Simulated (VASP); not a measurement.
# EuSb (F-43m) in VASP: notebook, part 3 of 3

VASP 6.6.1. The steps go on from the part before.

### 4 Single point, PBE, collinear spin, ferromagnetic start

This run uses another cell than the first one, of 46.38 Å³/atom, 1.164 times its volume.

File INCAR:

```
PREC = Accurate
ENCUT = 520
EDIFF = 1E-7
ISMEAR = 0
SIGMA = 0.05
LREAL = False
LASPH = True
NELM = 150
ALGO = Normal
ISIF = 2
LWAVE = False
LCHARG = False
ISPIN = 2
MAGMOM = 7.14 0
LORBIT = 11
LMAXMIX = 6
GGA = PE
NBANDS = 22
```

File KPOINTS:

```
regular mesh
0
Gamma
  6 6 6
```

File POSCAR:

```
EuSb
1.0
    0.0000000000      3.5930131511      3.5930131511
    3.5930131511      0.0000000000      3.5930131511
    3.5930131511      3.5930131511      0.0000000000
Eu Sb
1 1
Direct
    0.0000000000      0.0000000000      0.0000000000
    0.2500000000      0.2500000000      0.2500000000
```

Potentials or basis: VASP PAW PBE potentials, release 64 (Eu, Sb).

Run with:

```console
cat potpaw_PBE.64/Eu/POTCAR potpaw_PBE.64/Sb/POTCAR > POTCAR
mpirun -np 1 vasp_std > vasp.out
```

OUTCAR:

```text
PREC = Accurate
   ENCUT = 520
   EDIFF = 1E-7
   ISMEAR = 0
   LREAL = False
   LASPH = True
   NELM = 150
   ISIF = 2
   ISPIN = 2
   LORBIT = 11
   GGA = PE

 ion  position               nearest neighbor table
   1  0.000  0.000  0.000-   2 3.11   2 3.11   2 3.11   2 3.11
   2  0.250  0.250  0.250-   1 3.11   1 3.11   1 3.11   1 3.11

  LATTYP: Found a face centered cubic cell.
 ALAT       =     7.1860263022

  Lattice vectors:

 A1 = (   0.0000000000,   3.5930131511,   3.5930131511)
 A2 = (   3.5930131511,   0.0000000000,   3.5930131511)
 A3 = (   3.5930131511,   3.5930131511,   0.0000000000)

Analysis of symmetry for initial positions (statically):
=====================================================================
 Subroutine PRICEL returns:
 Original cell was already a primitive cell.

 Routine SETGRP: Setting up the symmetry group for a
 face centered cubic supercell.

 Subroutine GETGRP returns: Found 24 space group operations
 (whereof 24 operations were pure point group operations)
 out of a pool of 48 trial point group operations.

The static configuration has the point symmetry T_d .

Analysis of symmetry for dynamics (positions and initial velocities):
=====================================================================
 Subroutine PRICEL returns:
 Original cell was already a primitive cell.

 Routine SETGRP: Setting up the symmetry group for a
 face centered cubic supercell.

 Subroutine GETGRP returns: Found 24 space group operations
 (whereof 24 operations were pure point group operations)
 out of a pool of 48 trial point group operations.

The dynamic configuration has the point symmetry T_d .

Analysis of structural, dynamic, and magnetic symmetry:
=====================================================================
 Subroutine PRICEL returns:
 Original cell was already a primitive cell.

 Routine SETGRP: Setting up the symmetry group for a
 face centered cubic supercell.

 Subroutine GETGRP returns: Found 24 space group operations
 (whereof 24 operations were pure point group operations)
 out of a pool of 48 trial point group operations.

The overall configuration has the point symmetry T_d .

 Subroutine INISYM returns: Found 24 space group operations
 (whereof 24 operations are pure point group operations),
 and found     1 'primitive' translations

----------------------------------------------------------------------------------------

                                     Primitive cell

  volume of cell :      92.7698

  direct lattice vectors                    reciprocal lattice vectors
     0.000000000  3.593013151  3.593013151    -0.139158967  0.139158967  0.139158967
     3.593013151  0.000000000  3.593013151     0.139158967 -0.139158967  0.139158967
     3.593013151  3.593013151  0.000000000     0.139158967  0.139158967 -0.139158967

  length of vectors
     5.081287928  5.081287928  5.081287928     0.241030402  0.241030402  0.241030402

  position of ions in fractional coordinates (direct lattice)
     0.000000000  0.000000000  0.000000000
     0.250000000  0.250000000  0.250000000

  ion indices of the primitive-cell ions
   primitive index   ion index
[... 57 lines left out ...]
   ISTART =      0    job   : 0-new  1-cont  2-samecut
   ICHARG =      2    charge: 1-file 2-atom 10-const
   ISPIN  =      2    spin polarized calculation?
   LNONCOLLINEAR =      F non collinear calculations
   LSORBIT =      F    spin-orbit coupling
   LASPH  =      T    aspherical Exc in radial PAW
   ENCUT  =  520.0 eV  38.22 Ry    6.18 a.u.   9.45  9.45  9.45*2*pi/ulx,y,z
   NELM   =    150;   NELMIN=  2; NELMDL= -5     # of ELM steps
   EDIFF  = 0.1E-06   stopping-criterion for ELM
   LREAL  =      F    real-space projection
   EDIFFG = 0.1E-05   stopping-criterion for IOM
   NSW    =      0    number of steps for IOM
   IBRION =     -1    ionic relax: 0-MD 1-quasi-New 2-CG
   NFREE  =      0    steps in history (QN), initial steepest desc. (CG)
   ISIF   =      2    stress and relaxation
   ISYM   =      2    0-nonsym 1-usesym 2-fastsym
   POTIM  = 0.5000    time-step for ionic-motion
   TEBEG  =    0.0;   TEEND  =   0.0 temperature during run
   PSTRESS=    0.0 pullay stress
   NELECT =      22.0000    total number of electrons
   NUPDOWN=      -1.0000    fix difference up-down
   EMIN   =  10.00;   EMAX   =-10.00  energy-range for DOS
   EFERMI =   0.00;   METHOD = LEGACY
   ISMEAR =     0;   SIGMA  =   0.05  broadening in eV -4-tet -1-fermi 0-gaus
   EFERMI_NEDOS =   21; number of points for ismear=-14 and -15
   IALGO  =     38    algorithm
   IMIX   =      4    mixing-type and parameters
     AMIX     =   0.40;   BMIX     =  1.00
     AMIX_MAG =   1.60;   BMIX_MAG =  1.00
  volume/ion in A,a.u.               =      46.38       313.02
  Fermi-wavevector in a.u.,A,eV,Ry     =   1.013321  1.914898 13.970719  1.026819
  Thomas-Fermi vector in A             =   2.146483
   LORBIT       =     11    0 simple, 1 ext, 2 COOP (PROOUT), +10 PAW based schemes
   GGA     = PE    functional components
   LHFCALC =     F    Hartree Fock is set to
   AEXX    =    0.0000 exact exchange contribution
   IVDW    =     0    specifies the selected vdW correction
   LEPSILON=     F    determine dielectric tensor
   LRPA    =     F    only Hartree local field effects (RPA)
 spin polarized calculation
 Gauss-broadening in eV      SIGMA  =   0.05
  energy-cutoff  :      520.00
  volume of cell :       92.77
 maximum number of plane-waves:      2529
 NGX is ok and might be reduce to    40
   NGX = 19   NGY = 19   NGZ = 19

 number of electron      22.0000003 magnetization       5.9999189

 Free energy of the ion-electron system (eV)
  ---------------------------------------------------
  ext. energy  EPLUGINS =         0.00000000
  ---------------------------------------------------
  free energy    TOTEN  =       -16.28400409 eV

  energy without entropy =      -16.27696209  energy(sigma->0) =      -16.28048309

 E-fermi :   1.2977     XC(G=0):  -7.7843

 val. band max:        1.2872515215   @ k =   0.3333   0.0000   0.0000
 cond. band min:       1.3001953343   @ k =  -0.1667   0.1667   0.0000
 fundamental gap:      0.0129438128
 Fermi energy:         1.2976650325

 spin component 1

 k-point     1 :       0.0000    0.0000    0.0000
  band No.  band energies     occupation
      1     -39.8883      1.00000
      2     -18.5541      1.00000
      3     -18.5541      1.00000
      4     -18.5541      1.00000
      5      -6.5562      1.00000
      6       0.6278      1.00000
[... 389 lines left out ...]
     21       8.5775      0.00000
     22       8.8692      0.00000
 Fermi energy:         1.2976650325

 spin component 2

 k-point     1 :       0.0000    0.0000    0.0000
  band No.  band energies     occupation
      1     -36.9090      1.00000
      2     -16.4376      1.00000
      3     -16.4376      1.00000
      4     -16.4376      1.00000
      5      -6.8507      1.00000
      6       0.7141      1.00000
[... 389 lines left out ...]
     21       9.1024      0.00000
     22       9.2891      0.00000

------------------------ aborting loop because EDIFF is reached ----------------------------------------

  FORCE on cell =-STRESS in cart. coord.  units (eV):
  Direction    XX          YY          ZZ          XY          YZ          ZX
  --------------------------------------------------------------------------------------
  -------------------------------------------------------------------------------------
  Total        0.3895362      0.3895362      0.3895362      0.0000000      0.0000000     -0.0000000
  in kB        6.7274734      6.7274734      6.7274734      0.0000000      0.0000000     -0.0000000
  external PRESSURE =       6.7274734 kB  Pullay stress =       0.0000000 kB

 VOLUME and BASIS-vectors are now :
 -----------------------------------------------------------------------------
  energy-cutoff  :      520.00
  volume of cell :       92.77
      direct lattice vectors                 reciprocal lattice vectors
     0.000000000  3.593013151  3.593013151    -0.139158967  0.139158967  0.139158967
     3.593013151  0.000000000  3.593013151     0.139158967 -0.139158967  0.139158967
     3.593013151  3.593013151  0.000000000     0.139158967  0.139158967 -0.139158967

 POSITION                                       TOTAL-FORCE (eV/Angst)
 -----------------------------------------------------------------------------------
      0.00000      0.00000      0.00000         0.000000      0.000000      0.000000
      1.79651      1.79651      1.79651        -0.000000     -0.000000     -0.000000
 -----------------------------------------------------------------------------------
    total drift:                                0.000000      0.000000      0.000000

  FREE ENERGIE OF THE ION-ELECTRON SYSTEM (eV)
  ---------------------------------------------------
  free  energy   TOTEN  =       -16.2840040938 eV

  energy  without entropy=      -16.2769620878  energy(sigma->0) =      -16.28048309

 total charge

# of ion       s       p       d       f       tot
--------------------------------------------------
    1        2.057   5.725   0.348   6.528  14.658
    2        1.140   1.384   0.004   0.000   2.528
--------------------------------------------------
tot          3.197   7.109   0.352   6.528  17.185

 magnetization (x)

# of ion       s       p       d       f       tot
--------------------------------------------------
    1       -0.006  -0.129   0.021   6.496   6.382
    2       -0.006  -0.250   0.001   0.000  -0.255
--------------------------------------------------
tot         -0.012  -0.379   0.022   6.496   6.127
```

OSZICAR:

```text
N       E                     dE             d eps       ncg     rms          rms(c)
DAV:   1     0.151956756300E+03    0.15196E+03   -0.76865E+03  1724   0.319E+03
DAV:   2     0.197532369433E+02   -0.13220E+03   -0.11639E+03  1942   0.326E+02
DAV:   3    -0.104475598438E+02   -0.30201E+02   -0.29648E+02  2084   0.118E+02
[... 17 lines left out ...]
DAV:  21    -0.162840031972E+02   -0.17786E-05   -0.14853E-06  2410   0.122E-02    0.149E-02
DAV:  22    -0.162840038283E+02   -0.63108E-06   -0.33106E-07  1950   0.159E-02    0.545E-03
DAV:  23    -0.162840036915E+02    0.13684E-06   -0.66701E-07  2060   0.932E-03    0.964E-03
DAV:  24    -0.162840038696E+02   -0.17810E-06   -0.57138E-08  1624   0.316E-03    0.691E-03
DAV:  25    -0.162840040766E+02   -0.20701E-06   -0.80720E-08  1260   0.341E-03    0.220E-03
DAV:  26    -0.162840040938E+02   -0.17164E-07   -0.26976E-08   924   0.250E-03
   1 F= -.16284004E+02 E0= -.16280483E+02  d E =-.704201E-02  mag=     5.9999
```

Wall time 2.5 min (1 thread of Intel Xeon Platinum 8259CL at 2.50GHz (Skylake/Cascade Lake), shared host); peak memory 0.33 GiB.

Results:

| Quantity | Value |
| --- | --- |
| Free energy | -16.2840 eV |
| Pressure | 0.7 GPa |
| Band gap on the k mesh | zero (filled and empty bands overlap) |
| Net moment | 6.00 μB per cell |
| Site moments | Eu +6.38; Sb -0.26 μB |
| Valence electrons inside the program's atomic spheres | Eu 14.66; Sb 2.53 |

Levels at points of the mesh, in eV from the Fermi level:
Spin up:
```
           k point  band 10  band 11  band 12  band 13  band 14  band 15  band 16  band 17  band 18  band 19
(0.00, 0.00, 0.00)    -0.29    -0.29    -0.29    -0.13    -0.13    -0.13     2.48     3.08     3.08     6.20
(0.50, 0.00, 0.00)    -0.34    -0.32    -0.32    -0.29     0.00     0.00     3.03     3.35     3.35     4.44
(0.50, 0.50, 0.00)    -0.34    -0.33    -0.32    -0.32     0.27     0.27     1.66     2.85     3.78     3.92
```
Spin down:
| k point | band 6 | band 7 | band 8 | band 9 | band 10 | band 11 |
| --- | --- | --- | --- | --- | --- | --- |
| (0.00, 0.00, 0.00) | -0.58 | -0.58 | -0.58 | 2.34 | 3.65 | 3.65 |
| (0.50, 0.00, 0.00) | -1.55 | -0.38 | -0.38 | 3.35 | 3.77 | 3.77 |
| (0.50, 0.50, 0.00) | -1.79 | -0.12 | -0.12 | 1.95 | 3.16 | 4.19 |

Caveat: spin-orbit coupling is left out, which moves the levels of the heavy elements; a cell with one magnetic atom can't hold antiferromagnetic order, which such compounds often take; without U or exact exchange the open f shell lies at the Fermi level, which spoils levels, moments and volumes.

### 5 Single point, PBE, collinear spin, ferromagnetic start

This run uses another cell than the first one, of 47.97 Å³/atom, 1.204 times its volume.

File INCAR:

```
  ALGO = Normal
  EDIFF = 1E-7
  ENCUT = 520
  GGA = PE
  ISIF = 2
  ISMEAR = 0
  ISPIN = 2
  LASPH = T
  LCHARG = F
  LMAXMIX = 6
  LORBIT = 11
  LREAL = F
  LWAVE = F
  MAGMOM = 7.21 0
  NBANDS = 22
  NELM = 150
  PREC = Accurate
  SIGMA = 0.05
```

File KPOINTS:

```
k-points
0
Gamma
  6 6 6
```

File POSCAR:

```
EuSb
1.0
    0.0000000000      3.6334639608      3.6334639608
    3.6334639608      0.0000000000      3.6334639608
    3.6334639608      3.6334639608      0.0000000000
Eu Sb
1 1
Direct
    0.0000000000      0.0000000000      0.0000000000
    0.2500000000      0.2500000000      0.2500000000
```

Run with:

```console
cat potpaw_PBE.64/Eu/POTCAR potpaw_PBE.64/Sb/POTCAR > POTCAR
mpirun -np 1 vasp_std > vasp.out
```

It took 4.2 min on 1 thread of Intel Xeon Platinum 8259CL at 2.50GHz (Skylake/Cascade Lake), shared host; peak memory 0.33 GiB.

The run converged. Its results:

```
Free energy                                           : -16.2901 eV
Pressure                                              : -0.1 GPa
Band gap on the k mesh                                : zero (filled and empty bands overlap)
Net moment                                            : 6.00 μB per cell
Site moments                                          : Eu +6.39; Sb -0.26 μB
Valence electrons inside the program's atomic spheres : Eu 14.65; Sb 2.51
```

Levels at points of the mesh, in eV from the Fermi level:
Spin up:
| k point | band 12 | band 13 | band 14 | band 15 | band 16 | band 17 |
| --- | --- | --- | --- | --- | --- | --- |
| (0.00, 0.00, 0.00) | -0.29 | -0.12 | -0.12 | -0.12 | 2.38 | 3.05 |
| (0.50, 0.00, 0.00) | -0.32 | -0.29 | 0.01 | 0.01 | 2.99 | 3.31 |
| (0.50, 0.50, 0.00) | -0.32 | -0.32 | 0.25 | 0.25 | 1.69 | 2.80 |
Spin down:
```csv
k point,band 4,band 5,band 6,band 7,band 8,band 9,band 10,band 11,band 12,band 13
"(0.00, 0.00, 0.00)",-17.76,-8.10,-0.56,-0.56,-0.56,2.27,3.63,3.63,4.29,4.29
"(0.50, 0.00, 0.00)",-17.77,-7.67,-1.52,-0.36,-0.36,3.32,3.75,3.75,3.84,4.24
"(0.50, 0.50, 0.00)",-17.78,-7.52,-1.74,-0.14,-0.14,1.97,3.12,4.19,4.19,4.26
```

Caveat: spin-orbit coupling is left out, which moves the levels of the heavy elements; a cell with one magnetic atom can't hold antiferromagnetic order, which such compounds often take; without U or exact exchange the open f shell lies at the Fermi level, which spoils levels, moments and volumes. The state reached can hang on the start; a lower one may exist.

### 6 The runs side by side

| cell | gap on the mesh (eV) | pressure (GPa) | moment (μB) |
| --- | --- | --- | --- |
| a = 4.831 Å, angles 60.0°, 2 atoms | none | 5.8 | 6.05 |
| a = 4.893 Å, angles 60.0°, 2 atoms | none | 4.2 | 6.01 |
| a = 5.081 Å, angles 60.0°, 2 atoms | none | 0.7 | 6.00 |
| a = 5.138 Å, angles 60.0°, 2 atoms | none | -0.1 | 6.00 |

Alike in all rows: task single point; level PBE; potentials or basis VASP PAW PBE potentials, release 64 (Eu, Sb); spin collinear, ferromagnetic start; k mesh 6 × 6 × 6; cutoff (eV) 520; smearing gaussian 0.05 eV.

Caveats: spin-orbit coupling is left out, which moves the levels of the heavy elements; a cell with one magnetic atom can't hold antiferromagnetic order, which such compounds often take; without U or exact exchange the open f shell lies at the Fermi level, which spoils levels, moments and volumes.

Total energies depend on the potentials used, so only differences within one code and one set of settings carry meaning.
